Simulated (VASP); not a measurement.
# Na16F (a cell with a defect) in VASP: single point with PBE

Aim: the single point of Na16F (a cell with a defect) with PBE.

Everything below comes from runs of VASP 6.6.1. Logs are shortened: lines on timing, memory, paths and dates and some standing lists are left out, and cuts for length are marked.

## (1) The cell of the first run

The cell holds a defect, 17 atoms: a = 8.460 Å, b = 8.460 Å, c = 8.460 Å, α = 90.00°, β = 90.00°, γ = 90.00°.

## (2) Single point, PBE

Input file INCAR:

```
ALGO     = Normal         # electronic algorithm
EDIFF    = 1E-6           # SCF threshold, eV
ENCUT    = 520            # plane-wave cutoff, eV
GGA      = PE             # functional
ISIF     = 2              # what is computed and relaxed
ISMEAR   = 0              # smearing method
LASPH    = T              # aspherical terms in the spheres
LCHARG   = F              # write CHGCAR
LREAL    = Auto         
LWAVE    = F              # write WAVECAR
NBANDS   = 74             # bands
NELM     = 60             # most SCF steps
PREC     = Accurate       # precision mode
SIGMA    = 0.15           # smearing width, eV
```

Input file KPOINTS:

```
k-points
0
Gamma
  2 2 2
```

Input file POSCAR:

```
Na16F
1.0
    8.4600000000      0.0000000000      0.0000000000
    0.0000000000      8.4600000000      0.0000000000
    0.0000000000      0.0000000000      8.4600000000
Na F
16 1
Direct
   -0.0000113475     -0.0098403073      0.0232500000
    0.4999895981      0.0067271868      0.0119216312
   -0.0000152482      0.5262464539     -0.0187936170
   -0.0000108747     -0.0099737589      0.4765621749
    0.2267549645      0.2593061466      0.2498972813
    0.4999942080      0.4849475177     -0.0168442080
    0.4999895981      0.0067151300      0.4878901891
    0.7732255319      0.2592897163      0.2498970449
   -0.0000152482      0.5262258865      0.5185637116
    0.2691223404      0.7230963357      0.2498639480
    0.2380349882      0.2429195035      0.7499134752
    0.4999940898      0.4849613475      0.5166780142
    0.7308509456      0.7230938534      0.2498639480
    0.7619427896      0.2429184397      0.7499135934
    0.2671269504      0.7639319149      0.7499420804
    0.7328546099      0.7639341608      0.7499420804
   -0.0000130024      0.1248594563      0.2499137116
```

Potentials or basis: VASP PAW PBE potentials, release 64 (Na_pv, F).

The run is started by

```console
$ cat potpaw_PBE.64/Na_pv/POTCAR potpaw_PBE.64/F/POTCAR > POTCAR
$ mpirun -np 1 vasp_std > vasp.out
```

OUTCAR:

```text
EDIFF = 1E-6
   ENCUT = 520
   GGA = PE
   ISIF = 2
   ISMEAR = 0
   LASPH = T
   LREAL = Auto
   NELM = 60
   PREC = Accurate

 ion  position               nearest neighbor table
   1  1.000  0.990  0.023-  17 2.23
   2  0.500  0.007  0.012-
   3  1.000  0.526  0.981-
   4  1.000  0.990  0.477-  17 2.23
   5  0.227  0.259  0.250-  17 2.23
   6  0.500  0.485  0.983-
   7  0.500  0.007  0.488-
   8  0.773  0.259  0.250-  17 2.23
   9  1.000  0.526  0.519-
  10  0.269  0.723  0.250-
  11  0.238  0.243  0.750-
  12  0.500  0.485  0.517-
  13  0.731  0.723  0.250-
  14  0.762  0.243  0.750-
  15  0.267  0.764  0.750-
  16  0.733  0.764  0.750-
  17  1.000  0.125  0.250-   8 2.23   5 2.23   1 2.23   4 2.23

  LATTYP: Found a simple cubic cell.
 ALAT       =     8.4600000000

  Lattice vectors:

 A1 = (   8.4600000000,   0.0000000000,   0.0000000000)
 A2 = (   0.0000000000,   8.4600000000,   0.0000000000)
 A3 = (   0.0000000000,   0.0000000000,   8.4600000000)

Analysis of symmetry for initial positions (statically):
=====================================================================
 Subroutine PRICEL returns:
 Original cell was already a primitive cell.

 Routine SETGRP: Setting up the symmetry group for a
 simple cubic supercell.

 Subroutine GETGRP returns: Found  1 space group operations
 (whereof  1 operations were pure point group operations)
 out of a pool of 48 trial point group operations.

The static configuration has the point symmetry C_1 .

Analysis of symmetry for dynamics (positions and initial velocities):
=====================================================================
 Subroutine PRICEL returns:
 Original cell was already a primitive cell.

 Routine SETGRP: Setting up the symmetry group for a
 simple cubic supercell.

 Subroutine GETGRP returns: Found  1 space group operations
 (whereof  1 operations were pure point group operations)
 out of a pool of 48 trial point group operations.

The dynamic configuration has the point symmetry C_1 .

 Subroutine INISYM returns: Found  1 space group operations
 (whereof  1 operations are pure point group operations),
 and found     1 'primitive' translations

----------------------------------------------------------------------------------------

                                     Primitive cell

  volume of cell :     605.4957

  direct lattice vectors                    reciprocal lattice vectors
     8.460000000  0.000000000  0.000000000     0.118203310  0.000000000  0.000000000
     0.000000000  8.460000000  0.000000000     0.000000000  0.118203310  0.000000000
     0.000000000  0.000000000  8.460000000     0.000000000  0.000000000  0.118203310

  length of vectors
     8.460000000  8.460000000  8.460000000     0.118203310  0.118203310  0.118203310

  position of ions in fractional coordinates (direct lattice)
     0.999988653  0.990159693  0.023250000
     0.499989598  0.006727187  0.011921631
     0.999984752  0.526246454  0.981206383
     0.999989125  0.990026241  0.476562175
     0.226754965  0.259306147  0.249897281
     0.499994208  0.484947518  0.983155792
[... 9 lines left out ...]
     0.732854610  0.763934161  0.749942080
     0.999986998  0.124859456  0.249913712

  ion indices of the primitive-cell ions
   primitive index   ion index
                 1           1
                 2           2
                 3           3
                 4           4
                 5           5
                 6           6
[... 9 lines left out ...]
                16          16
                17          17

----------------------------------------------------------------------------------------

 KPOINTS: k-points

Automatic generation of k-mesh.
 Grid dimensions read from file:
 generate k-points for:    2    2    2

 Generating k-lattice:

  Cartesian coordinates                     Fractional coordinates (reciprocal lattice)
     0.059101655  0.000000000  0.000000000     0.500000000  0.000000000  0.000000000
     0.000000000  0.059101655  0.000000000     0.000000000  0.500000000  0.000000000
     0.000000000  0.000000000  0.059101655     0.000000000  0.000000000  0.500000000

  Length of vectors
     0.059101655  0.059101655  0.059101655

  Shift w.r.t. Gamma in fractional coordinates (k-lattice)
     0.000000000  0.000000000  0.000000000

 Subroutine IBZKPT returns following result:
 ===========================================

 Found      8 irreducible k-points:

 Following reciprocal coordinates:
            Coordinates               Weight
  0.000000  0.000000  0.000000      1.000000
  0.500000  0.000000  0.000000      1.000000
  0.000000  0.500000  0.000000      1.000000
  0.000000  0.000000  0.500000      1.000000
  0.500000  0.500000  0.000000      1.000000
  0.000000  0.500000  0.500000      1.000000
  0.500000  0.000000  0.500000      1.000000
  0.500000  0.500000  0.500000      1.000000
   k-points           NKPTS =      8   k-points in BZ     NKDIM =      8   number of bands    NBANDS=     74
   number of dos      NEDOS =    301   number of ions     NIONS =     17
   total plane-waves  NPLWV = 262144
   dimension x,y,z NGX =    64 NGY =   64 NGZ =   64
   dimension x,y,z NGXF=   128 NGYF=  128 NGZF=  128
   ions per type =              16   1
   NGX,Y,Z   is equivalent  to a cutoff of  12.58, 12.58, 12.58 a.u.
   NGXF,Y,Z  is equivalent  to a cutoff of  25.15, 25.15, 25.15 a.u.
 SYSTEM =  unknown system
   PREC   = accura    normal or accurate (medium, high low for compatibility)
   ISTART =      0    job   : 0-new  1-cont  2-samecut
   ICHARG =      2    charge: 1-file 2-atom 10-const
   ISPIN  =      1    spin polarized calculation?
   LNONCOLLINEAR =      F non collinear calculations
   LSORBIT =      F    spin-orbit coupling
   LASPH  =      T    aspherical Exc in radial PAW
   ENCUT  =  520.0 eV  38.22 Ry    6.18 a.u.  15.73 15.73 15.73*2*pi/ulx,y,z
   NELM   =     60;   NELMIN=  2; NELMDL= -5     # of ELM steps
   EDIFF  = 0.1E-05   stopping-criterion for ELM
   LREAL  =      T    real-space projection
   EDIFFG = 0.1E-04   stopping-criterion for IOM
   NSW    =      0    number of steps for IOM
   IBRION =     -1    ionic relax: 0-MD 1-quasi-New 2-CG
   NFREE  =      0    steps in history (QN), initial steepest desc. (CG)
   ISIF   =      2    stress and relaxation
   ISYM   =      2    0-nonsym 1-usesym 2-fastsym
   POTIM  = 0.5000    time-step for ionic-motion
   TEBEG  =    0.0;   TEEND  =   0.0 temperature during run
   PSTRESS=    0.0 pullay stress
   NELECT =     119.0000    total number of electrons
   NUPDOWN=      -1.0000    fix difference up-down
   EMIN   =  10.00;   EMAX   =-10.00  energy-range for DOS
   EFERMI =   0.00;   METHOD = LEGACY
   ISMEAR =     0;   SIGMA  =   0.15  broadening in eV -4-tet -1-fermi 0-gaus
   EFERMI_NEDOS =   21; number of points for ismear=-14 and -15
   IALGO  =     38    algorithm
   IMIX   =      4    mixing-type and parameters
     AMIX     =   0.40;   BMIX     =  1.00
     AMIX_MAG =   1.60;   BMIX_MAG =  1.00
  volume/ion in A,a.u.               =      35.62       240.36
  Fermi-wavevector in a.u.,A,eV,Ry     =   0.951817  1.798673 12.326274  0.905956
  Thomas-Fermi vector in A             =   2.080322
   LORBIT       =      0    0 simple, 1 ext, 2 COOP (PROOUT), +10 PAW based schemes
   GGA     = PE    functional components
   LHFCALC =     F    Hartree Fock is set to
   AEXX    =    0.0000 exact exchange contribution
   IVDW    =     0    specifies the selected vdW correction
   LEPSILON=     F    determine dielectric tensor
   LRPA    =     F    only Hartree local field effects (RPA)
 non-spin polarized calculation
 Gauss-broadening in eV      SIGMA  =   0.15
  energy-cutoff  :      520.00
  volume of cell :      605.50
 maximum number of plane-waves:     16384
 NGX is ok and might be reduce to    64
   NGX = 31   NGY = 31   NGZ = 31

 number of electron     118.9999988 magnetization

 Free energy of the ion-electron system (eV)
  ---------------------------------------------------
  ext. energy  EPLUGINS =         0.00000000
  ---------------------------------------------------
  free energy    TOTEN  =       -27.32020073 eV

  energy without entropy =      -27.13817853  energy(sigma->0) =      -27.22918963

 E-fermi :   0.2355     XC(G=0):  -6.4999

 val. band max:       -0.0430586853   @ k =   0.5000   0.0000   0.0000
 cond. band min:       0.2576397548   @ k =   0.5000   0.5000   0.0000
 fundamental gap:      0.3006984400
 Fermi energy:         0.2355018688

 k-point     1 :       0.0000    0.0000    0.0000
  band No.  band energies     occupation
      1     -24.6921      2.00000
      2     -24.6358      2.00000
      3     -24.6345      2.00000
      4     -24.6314      2.00000
      5     -24.6298      2.00000
      6     -24.6272      2.00000
[... 63 lines left out ...]
     70       1.7652      0.00000
     71       2.1435      0.00000

 k-point     2 :       0.5000    0.0000    0.0000
  band No.  band energies     occupation
      1     -24.6918      2.00000
      2     -24.6357      2.00000
      3     -24.6331      2.00000
      4     -24.6314      2.00000
      5     -24.6303      2.00000
      6     -24.6260      2.00000
[... 63 lines left out ...]
     70       2.0652      0.00000
     71       2.1732      0.00000

 k-point     3 :       0.0000    0.5000    0.0000
  band No.  band energies     occupation
      1     -24.6918      2.00000
      2     -24.6358      2.00000
      3     -24.6344      2.00000
      4     -24.6314      2.00000
      5     -24.6297      2.00000
      6     -24.6269      2.00000
[... 63 lines left out ...]
     70       2.3292      0.00000
     71       2.3294      0.00000

 k-point     4 :       0.0000    0.0000    0.5000
  band No.  band energies     occupation
      1     -24.6918      2.00000
      2     -24.6346      2.00000
      3     -24.6343      2.00000
      4     -24.6317      2.00000
      5     -24.6298      2.00000
      6     -24.6256      2.00000
[... 63 lines left out ...]
     70       2.0662      0.00000
     71       2.1728      0.00000

 k-point     5 :       0.5000    0.5000    0.0000
  band No.  band energies     occupation
      1     -24.6915      2.00000
      2     -24.6357      2.00000
      3     -24.6330      2.00000
      4     -24.6314      2.00000
      5     -24.6304      2.00000
      6     -24.6264      2.00000
[... 63 lines left out ...]
     70       2.6326      0.00000
     71       2.7388      0.00000

 k-point     6 :       0.0000    0.5000    0.5000
  band No.  band energies     occupation
      1     -24.6915      2.00000
      2     -24.6346      2.00000
      3     -24.6343      2.00000
      4     -24.6319      2.00000
      5     -24.6297      2.00000
      6     -24.6260      2.00000
[... 63 lines left out ...]
     70       2.6323      0.00000
     71       2.7395      0.00000

 k-point     7 :       0.5000    0.0000    0.5000
  band No.  band energies     occupation
      1     -24.6914      2.00000
      2     -24.6346      2.00000
      3     -24.6330      2.00000
      4     -24.6324      2.00000
      5     -24.6297      2.00000
      6     -24.6244      2.00000
[... 63 lines left out ...]
     70       2.6290      0.00000
     71       2.7742      0.00000

 k-point     8 :       0.5000    0.5000    0.5000
  band No.  band energies     occupation
      1     -24.6912      2.00000
      2     -24.6346      2.00000
      3     -24.6330      2.00000
      4     -24.6323      2.00000
      5     -24.6299      2.00000
      6     -24.6242      2.00000
[... 63 lines left out ...]
     70       2.5773      0.00000
     71       2.5787      0.00000
 [bands above 71 left out]

------------------------ aborting loop because EDIFF is reached ----------------------------------------

  FORCE on cell =-STRESS in cart. coord.  units (eV):
  Direction    XX          YY          ZZ          XY          YZ          ZX
  --------------------------------------------------------------------------------------
  -------------------------------------------------------------------------------------
  Total       -0.1516844      0.0129246     -0.1599939     -0.0002489      0.0013162     -0.0000049
  in kB       -0.4013658      0.0341994     -0.4233534     -0.0006585      0.0034828     -0.0000130
  external PRESSURE =      -0.2635066 kB  Pullay stress =       0.0000000 kB

 VOLUME and BASIS-vectors are now :
 -----------------------------------------------------------------------------
  energy-cutoff  :      520.00
  volume of cell :      605.50
      direct lattice vectors                 reciprocal lattice vectors
     8.460000000  0.000000000  0.000000000     0.118203310  0.000000000  0.000000000
     0.000000000  8.460000000  0.000000000     0.000000000  0.118203310  0.000000000
     0.000000000  0.000000000  8.460000000     0.000000000  0.000000000  0.118203310

 POSITION                                       TOTAL-FORCE (eV/Angst)
 -----------------------------------------------------------------------------------
      8.45990      8.37675      0.19669         0.000021      0.001075     -0.004135
      4.22991      0.05691      0.10086        -0.000006     -0.001569     -0.004024
      8.45987      4.45204      8.30101         0.000030     -0.001636     -0.001152
      8.45991      8.37562      4.03172         0.000016      0.002255      0.003445
      1.91835      2.19373      2.11413         0.003980     -0.001344      0.000154
      4.22995      4.10266      8.31750        -0.000006     -0.003144      0.005421
[... 9 lines left out ...]
      6.19995      6.46288      6.34451         0.005909      0.003794     -0.000042
      8.45989      1.05631      2.11427         0.000059     -0.003309     -0.000177
 -----------------------------------------------------------------------------------
    total drift:                               -0.000133     -0.001454     -0.000930

  FREE ENERGIE OF THE ION-ELECTRON SYSTEM (eV)
  ---------------------------------------------------
  free  energy   TOTEN  =       -27.3202007342 eV

  energy  without entropy=      -27.1381785290  energy(sigma->0) =      -27.22918963
```

Wall time 15 min (1 thread of Intel Xeon 8259CL, shared host); peak memory 0.65 GiB.

Results:

```yaml
Free_energy: -27.3202 eV
Pressure: 0.0 GPa
Largest_force: 0.007 eV/Å
Band_gap_on_the_k_mesh: zero (an odd number of electrons rules out a gap without spin polarisation)
```

Forces on the atoms (eV/Å):
```
Na   0.000  0.001 -0.004
Na   0.000 -0.002 -0.004
Na   0.000 -0.002 -0.001
Na   0.000  0.002  0.003
Na   0.004 -0.001  0.000
Na   0.000 -0.003  0.005
Na   0.000 -0.002  0.004
Na  -0.004 -0.001  0.000
Na   0.000 -0.001  0.001
Na   0.000  0.003  0.000
Na   0.003  0.001  0.000
Na   0.000 -0.003 -0.006
Na   0.000  0.003  0.000
Na  -0.003  0.001  0.000
Na  -0.006  0.004  0.000
Na   0.006  0.004  0.000
F    0.000 -0.003  0.000
```

Caveat: the k points lie up to 0.37 Å⁻¹ apart, too coarse for converged energies and pressures of a metal; an odd number of electrons without spin polarisation forces a metal; a magnetic or distorted state may lie lower.
